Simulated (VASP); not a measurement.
# Ba (I4/mcm) in VASP: further runs

Ba is run at these levels: PBEsol; tasks: single point.

Program: VASP 6.6.1. These are calculated values, not measurements. Logs are shortened: lines on timing, memory, paths and dates and some standing lists are left out, and cuts for length are marked.

## Step 1: The cell of the first run

It takes space group I4/mcm (No. 140, tetragonal). The conventional cell has a = 8.262 Å, b = 8.262 Å, c = 7.674 Å, α = 90.00°, β = 90.00°, γ = 90.00°. Within 5.5 Å of Ba (site symmetry m2m) lie 11 Ba at 4.15 to 4.87 Å.

## Step 2: Single point, PBEsol

The input, INCAR:

```
PREC = Accurate
ENCUT = 520
EDIFF = 1E-6
ISMEAR = 1
SIGMA = 0.3
LREAL = False
LASPH = True
NELM = 60
ALGO = Normal
ISIF = 2
LWAVE = False
LCHARG = False
GGA = PS
NBANDS = 28
```

The input, KPOINTS:

```
Automatic mesh
0
Gamma
  4 4 4
```

The input, POSCAR:

```
Ba
1.0
   -4.1311947500      4.1311947500      3.8367706500
    4.1311947500     -4.1311947500      3.8367706500
    4.1311947500      4.1311947500     -3.8367706500
Ba
4
Direct
    0.8181421100      0.6818578900      0.5000000000
    0.1818578900      0.3181421100      0.5000000000
    0.3181421100      0.8181421100      0.1362842200
    0.6818578900      0.1818578900      0.8637157800
```

Potentials or basis: VASP PAW PBE potentials, release 64 (Ba_sv).

Command:

```sh
cat potpaw_PBE.64/Ba_sv/POTCAR > POTCAR
mpirun -np 1 vasp_std > vasp.out
```

OUTCAR:

```text
PREC = Accurate
   ENCUT = 520
   EDIFF = 1E-6
   ISMEAR = 1
   LREAL = False
   LASPH = True
   NELM = 60
   ISIF = 2
   GGA = PS

 ion  position               nearest neighbor table
   1  0.818  0.682  0.500-   2 4.15   2 4.15   2 4.25   4 4.28   3 4.28   3 4.28   4 4.28
   2  0.182  0.318  0.500-   1 4.15   1 4.15   1 4.25   4 4.28   3 4.28   3 4.28   4 4.28
   3  0.318  0.818  0.136-   4 4.15   4 4.15   4 4.25   1 4.28   2 4.28   1 4.28   2 4.28
   4  0.682  0.182  0.864-   3 4.15   3 4.15   3 4.25   1 4.28   2 4.28   1 4.28   2 4.28

  LATTYP: Found a body centered tetragonal cell.
 ALAT       =     8.2623895000
 C/A-ratio  =     0.9287314886

  Lattice vectors:

 A1 = (  -4.1311947500,   4.1311947500,   3.8367706500)
 A2 = (   4.1311947500,  -4.1311947500,   3.8367706500)
 A3 = (   4.1311947500,   4.1311947500,  -3.8367706500)

Analysis of symmetry for initial positions (statically):
=====================================================================
 Subroutine PRICEL returns:
 Original cell was already a primitive cell.

 Routine SETGRP: Setting up the symmetry group for a
 body centered tetragonal supercell.

 Subroutine GETGRP returns: Found 16 space group operations
 (whereof  8 operations were pure point group operations)
 out of a pool of 16 trial point group operations.

The static configuration has the point symmetry C_4h.
 The point group associated with its full space group is D_4h.

Analysis of symmetry for dynamics (positions and initial velocities):
=====================================================================
 Subroutine PRICEL returns:
 Original cell was already a primitive cell.

 Routine SETGRP: Setting up the symmetry group for a
 body centered tetragonal supercell.

 Subroutine GETGRP returns: Found 16 space group operations
 (whereof  8 operations were pure point group operations)
 out of a pool of 16 trial point group operations.

The dynamic configuration has the point symmetry C_4h.
 The point group associated with its full space group is D_4h.

 Subroutine INISYM returns: Found 16 space group operations
 (whereof  8 operations are pure point group operations),
 and found     1 'primitive' translations

----------------------------------------------------------------------------------------

                                     Primitive cell

  volume of cell :     261.9251

  direct lattice vectors                    reciprocal lattice vectors
    -4.131194750  4.131194750  3.836770650     0.000000000  0.121030363  0.130317928
     4.131194750 -4.131194750  3.836770650     0.121030363  0.000000000  0.130317928
     4.131194750  4.131194750 -3.836770650     0.121030363  0.121030363  0.000000000

  length of vectors
     6.989588625  6.989588625  6.989588625     0.177851373  0.177851373  0.171162781

  position of ions in fractional coordinates (direct lattice)
     0.818142110  0.681857890  0.500000000
     0.181857890  0.318142110  0.500000000
     0.318142110  0.818142110  0.136284220
     0.681857890  0.181857890  0.863715780

  ion indices of the primitive-cell ions
   primitive index   ion index
                 1           1
                 2           2
                 3           3
                 4           4

----------------------------------------------------------------------------------------

 KPOINTS: Automatic mesh

Automatic generation of k-mesh.
 Grid dimensions read from file:
 generate k-points for:    4    4    4

 Generating k-lattice:

  Cartesian coordinates                     Fractional coordinates (reciprocal lattice)
     0.000000000  0.030257591  0.032579482     0.250000000  0.000000000  0.000000000
     0.030257591  0.000000000  0.032579482     0.000000000  0.250000000  0.000000000
     0.030257591  0.030257591  0.000000000     0.000000000  0.000000000  0.250000000

  Length of vectors
     0.044462843  0.044462843  0.042790695

  Shift w.r.t. Gamma in fractional coordinates (k-lattice)
     0.000000000  0.000000000  0.000000000

 Subroutine IBZKPT returns following result:
 ===========================================

 Found     13 irreducible k-points:

 Following reciprocal coordinates:
            Coordinates               Weight
  0.000000  0.000000  0.000000      1.000000
  0.250000  0.000000  0.000000      8.000000
  0.500000  0.000000  0.000000      4.000000
  0.250000  0.250000  0.000000      8.000000
  0.500000  0.250000 -0.000000     16.000000
 -0.250000  0.250000  0.000000      4.000000
  0.500000  0.500000  0.000000      2.000000
  0.250000  0.250000  0.250000      2.000000
 -0.250000  0.250000  0.250000      4.000000
  0.500000  0.500000  0.250000      4.000000
 -0.250000  0.500000  0.250000      8.000000
 -0.250000 -0.250000  0.250000      2.000000
  0.500000  0.500000  0.500000      1.000000
   k-points           NKPTS =     13   k-points in BZ     NKDIM =     13   number of bands    NBANDS=     28
   number of dos      NEDOS =    301   number of ions     NIONS =      4
   total plane-waves  NPLWV = 157464
   dimension x,y,z NGX =    54 NGY =   54 NGZ =   54
   dimension x,y,z NGXF=   108 NGYF=  108 NGZF=  108
   ions per type =               4
   NGX,Y,Z   is equivalent  to a cutoff of  12.84, 12.84, 12.84 a.u.
   NGXF,Y,Z  is equivalent  to a cutoff of  25.69, 25.69, 25.69 a.u.
 SYSTEM =  unknown system
   PREC   = accura    normal or accurate (medium, high low for compatibility)
   ISTART =      0    job   : 0-new  1-cont  2-samecut
   ICHARG =      2    charge: 1-file 2-atom 10-const
   ISPIN  =      1    spin polarized calculation?
   LNONCOLLINEAR =      F non collinear calculations
   LSORBIT =      F    spin-orbit coupling
   LASPH  =      T    aspherical Exc in radial PAW
   ENCUT  =  520.0 eV  38.22 Ry    6.18 a.u.  13.00 13.00 13.00*2*pi/ulx,y,z
   NELM   =     60;   NELMIN=  2; NELMDL= -5     # of ELM steps
   EDIFF  = 0.1E-05   stopping-criterion for ELM
   LREAL  =      F    real-space projection
   EDIFFG = 0.1E-04   stopping-criterion for IOM
   NSW    =      0    number of steps for IOM
   IBRION =     -1    ionic relax: 0-MD 1-quasi-New 2-CG
   NFREE  =      0    steps in history (QN), initial steepest desc. (CG)
   ISIF   =      2    stress and relaxation
   ISYM   =      2    0-nonsym 1-usesym 2-fastsym
   POTIM  = 0.5000    time-step for ionic-motion
   TEBEG  =    0.0;   TEEND  =   0.0 temperature during run
   PSTRESS=    0.0 pullay stress
   NELECT =      40.0000    total number of electrons
   NUPDOWN=      -1.0000    fix difference up-down
   EMIN   =  10.00;   EMAX   =-10.00  energy-range for DOS
   EFERMI =   0.00;   METHOD = LEGACY
   ISMEAR =     1;   SIGMA  =   0.30  broadening in eV -4-tet -1-fermi 0-gaus
   EFERMI_NEDOS =   21; number of points for ismear=-14 and -15
   IALGO  =     38    algorithm
   IMIX   =      4    mixing-type and parameters
     AMIX     =   0.40;   BMIX     =  1.00
     AMIX_MAG =   1.60;   BMIX_MAG =  1.00
  volume/ion in A,a.u.               =      65.48       441.89
  Fermi-wavevector in a.u.,A,eV,Ry     =   0.875056  1.653616 10.418290  0.765723
  Thomas-Fermi vector in A             =   1.994673
   LORBIT       =      0    0 simple, 1 ext, 2 COOP (PROOUT), +10 PAW based schemes
   GGA     = PS    functional components
   LHFCALC =     F    Hartree Fock is set to
   AEXX    =    0.0000 exact exchange contribution
   IVDW    =     0    specifies the selected vdW correction
   LEPSILON=     F    determine dielectric tensor
   LRPA    =     F    only Hartree local field effects (RPA)
 non-spin polarized calculation
 Methfessel and Paxton  Order N= 1 SIGMA  =   0.30
  energy-cutoff  :      520.00
  volume of cell :      261.93
 maximum number of plane-waves:      7098
 NGX is ok and might be reduce to    54
   NGX = 25   NGY = 25   NGZ = 25

 number of electron      40.0000001 magnetization

 Free energy of the ion-electron system (eV)
  ---------------------------------------------------
  ext. energy  EPLUGINS =         0.00000000
  ---------------------------------------------------
  free energy    TOTEN  =        -7.93908926 eV

  energy without entropy =       -7.98437818  energy(sigma->0) =       -7.95418557

 E-fermi :   1.3832     XC(G=0):  -7.3598

 val. band max:        1.3762273855   @ k =  -0.2500  -0.2500   0.2500
 cond. band min:       1.3835442410   @ k =  -0.2500   0.2500   0.2500
 fundamental gap:      0.0073168555
 Fermi energy:         1.3831781829

 k-point     1 :       0.0000    0.0000    0.0000
  band No.  band energies     occupation
      1     -27.6120      2.00000
      2     -27.5583      2.00000
      3     -27.5399      2.00000
      4     -27.5399      2.00000
      5     -13.0010      2.00000
      6     -12.9029      2.00000
[... 20 lines left out ...]
     27       2.8741     -0.00000
     28       2.9685     -0.00000

 k-point     2 :       0.2500    0.0000    0.0000
  band No.  band energies     occupation
      1     -27.6010      2.00000
      2     -27.5579      2.00000
      3     -27.5482      2.00000
      4     -27.5432      2.00000
      5     -13.0076      2.00000
      6     -12.9506      2.00000
[... 20 lines left out ...]
     27       2.7824     -0.00000
     28       2.8987     -0.00000

 k-point     3 :       0.5000    0.0000    0.0000
  band No.  band energies     occupation
      1     -27.5756      2.00000
      2     -27.5756      2.00000
      3     -27.5497      2.00000
      4     -27.5497      2.00000
      5     -12.9953      2.00000
      6     -12.9953      2.00000
[... 20 lines left out ...]
     27       2.6071     -0.00000
     28       2.6071     -0.00000

 k-point     4 :       0.2500    0.2500    0.0000
  band No.  band energies     occupation
      1     -27.5829      2.00000
      2     -27.5634      2.00000
      3     -27.5565      2.00000
      4     -27.5477      2.00000
      5     -13.0157      2.00000
      6     -12.9036      2.00000
[... 237 lines left out ...]
     27       2.8956     -0.00000
     28       3.0087     -0.00000

 k-point    12 :      -0.2500   -0.2500    0.2500
  band No.  band energies     occupation
      1     -27.5915      2.00000
      2     -27.5564      2.00000
      3     -27.5564      2.00000
      4     -27.5460      2.00000
      5     -13.0564      2.00000
      6     -12.9016      2.00000
[... 20 lines left out ...]
     27       3.1990     -0.00000
     28       3.2534     -0.00000

 k-point    13 :       0.5000    0.5000    0.5000
  band No.  band energies     occupation
      1     -27.5728      2.00000
      2     -27.5728      2.00000
      3     -27.5709      2.00000
      4     -27.5338      2.00000
      5     -13.0265      2.00000
      6     -13.0232      2.00000
[... 20 lines left out ...]
     27       2.7694     -0.00000
     28       2.9190     -0.00000

------------------------ aborting loop because EDIFF is reached ----------------------------------------

  FORCE on cell =-STRESS in cart. coord.  units (eV):
  Direction    XX          YY          ZZ          XY          YZ          ZX
  --------------------------------------------------------------------------------------
  -------------------------------------------------------------------------------------
  Total       -1.0874410     -1.0874410     -1.3713776      0.0000000      0.0000000      0.0000000
  in kB       -6.6517993     -6.6517993     -8.3886190      0.0000000      0.0000000      0.0000000
  external PRESSURE =      -7.2307392 kB  Pullay stress =       0.0000000 kB

 VOLUME and BASIS-vectors are now :
 -----------------------------------------------------------------------------
  energy-cutoff  :      520.00
  volume of cell :      261.93
      direct lattice vectors                 reciprocal lattice vectors
    -4.131194750  4.131194750  3.836770650     0.000000000  0.121030363  0.130317928
     4.131194750 -4.131194750  3.836770650     0.121030363  0.000000000  0.130317928
     4.131194750  4.131194750 -3.836770650     0.121030363  0.121030363  0.000000000

 POSITION                                       TOTAL-FORCE (eV/Angst)
 -----------------------------------------------------------------------------------
      1.50258      2.62861      3.83677        -0.083584      0.083584     -0.000000
      2.62861      1.50258      0.00000         0.083584     -0.083584     -0.000000
      2.62861     -1.50258      3.83677         0.083584      0.083584     -0.000000
      1.50258      5.63378      0.00000        -0.083584     -0.083584      0.000000
 -----------------------------------------------------------------------------------
    total drift:                                0.000000      0.000000      0.000000

  FREE ENERGIE OF THE ION-ELECTRON SYSTEM (eV)
  ---------------------------------------------------
  free  energy   TOTEN  =        -7.9390892581 eV

  energy  without entropy=       -7.9843781848  energy(sigma->0) =       -7.95418557
```

Wall time 2.2 min (1 thread of AMD EPYC 7R43 (Zen 3), shared host); peak memory 0.37 GiB.

Results:

- Free energy: -7.9391 eV
- Pressure: -0.7 GPa
- Largest force: 0.118 eV/Å
- Band gap on the k mesh: zero (bands 20 and 21 overlap by 0.23 eV)

Forces on the atoms (eV/Å):
```
Ba  -0.084  0.084  0.000
Ba   0.084 -0.084  0.000
Ba   0.084  0.084  0.000
Ba  -0.084 -0.084  0.000
```

Levels at points of the mesh, in eV from the Fermi level:
| k point | band 17 | band 18 | band 19 | band 20 | band 21 | band 22 | band 23 | band 24 |
| --- | --- | --- | --- | --- | --- | --- | --- | --- |
| (0.00, 0.00, 0.00) | -2.70 | -0.45 | -0.42 | -0.19 | 0.27 | 0.27 | 0.90 | 1.02 |
| (0.50, 0.00, 0.00) | -1.18 | -1.18 | -0.48 | -0.48 | 0.23 | 0.23 | 0.93 | 0.93 |
| (0.50, 0.50, 0.00) | -1.46 | -1.05 | 0.02 | 0.04 | 0.05 | 0.13 | 0.18 | 1.07 |
| (0.50, 0.50, 0.50) | -0.96 | -0.81 | -0.81 | 0.22 | 0.34 | 0.55 | 0.55 | 0.83 |

Caveat: so wide a smearing shifts energies and pressures; the PAW data sets were made with another functional, which shifts forces and pressure a little; spin-orbit coupling is left out, which moves the levels of the heavy elements.

## Step 3: Single point, PBEsol

The input, INCAR:

```
SYSTEM = Ba
PREC = Accurate
ENCUT = 520
EDIFF = 1E-7
ISMEAR = 1
SIGMA = 0.2
LREAL = .FALSE.
LASPH = .TRUE.
NELM = 100
ALGO = Normal
ISIF = 2
LWAVE = .FALSE.
LCHARG = .FALSE.
GGA = PS
NBANDS = 28
```

The input, KPOINTS:

```
Automatic mesh
0
G
  4 4 4
  0 0 0
```

POSCAR is that of step 2.

Potentials or basis: VASP PAW PBE potentials, release 64 (Ba_sv).

Command:

```sh
cat potpaw_PBE.64/Ba_sv/POTCAR > POTCAR
mpirun -np 1 vasp_std > vasp.out
```

Wall time 3.1 min (1 thread of AMD EPYC 7R43 (Zen 3), shared host); peak memory 0.35 GiB.

The run converged. Its results:

| Quantity | Value |
| --- | --- |
| Free energy | -7.9542 eV |
| Pressure | -0.7 GPa |
| Largest force | 0.110 eV/Å |
| Band gap on the k mesh | zero (bands 20 and 21 overlap by 0.22 eV) |

Forces on the atoms (eV/Å):
```
Ba  -0.078  0.078  0.000
Ba   0.078 -0.078  0.000
Ba   0.078  0.078  0.000
Ba  -0.078 -0.078  0.000
```

Stress tensor (GPa, compression positive):
```
-0.63  0.00  0.00
 0.00 -0.63  0.00
 0.00  0.00 -0.86
```

Levels at points of the mesh, in eV from the Fermi level:
```csv
k point,band 18,band 19,band 20,band 21,band 22,band 23
"(0.00, 0.00, 0.00)",-0.47,-0.45,-0.21,0.25,0.25,0.88
"(0.50, 0.00, 0.00)",-1.20,-0.50,-0.50,0.21,0.21,0.91
"(0.50, 0.50, 0.00)",-1.07,0.00,0.03,0.03,0.11,0.16
"(0.50, 0.50, 0.50)",-0.83,-0.83,0.20,0.32,0.53,0.53
```

Caveat: the PAW data sets were made with another functional, which shifts forces and pressure a little; spin-orbit coupling is left out, which moves the levels of the heavy elements.
